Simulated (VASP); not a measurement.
A run of VASP 6.6.1 is set up as follows.

File INCAR:

```
SYSTEM = SrTl
  PREC = Accurate
  ENCUT = 520
  EDIFF = 1E-8
  ISMEAR = -1
  SIGMA = 0.1
  LREAL = .False.
  LASPH = .True.
  NELM = 60
  ALGO = Normal
  ISIF = 2
  LWAVE = .False.
  LCHARG = .False.
  GGA = PS
  IBRION = 8
  NSW = 1
```

File KPOINTS:

```
regular mesh
0
Gamma
  8 8 8
  0 0 0
```

Contents of POSCAR:

```
SrTl
1.0
    4.0194823939      0.0000000000      0.0000000000
    0.0000000000      4.0194823939      0.0000000000
    0.0000000000      0.0000000000      4.0194823939
Sr Tl
1 1
Direct
    0.0000000000      0.0000000000      0.0000000000
    0.5000000000      0.5000000000      0.5000000000
```

Potentials or basis: VASP PAW PBE potentials, release 64 (Sr_sv, Tl_d).

Run with:

```console
$ cat potpaw_PBE.64/Sr_sv/POTCAR potpaw_PBE.64/Tl_d/POTCAR > POTCAR
$ mpirun -np 1 vasp_std > vasp.out
```

Task: What does it give for the highest phonon frequency at Γ, LO-TO splitting left out?

Result: 94 cm⁻¹.

Phonon frequencies in cm⁻¹ (negative: imaginary):
```
              q point     frequencies
(0.000, 0.000, 0.000)  0 0 0 94 94 94
```
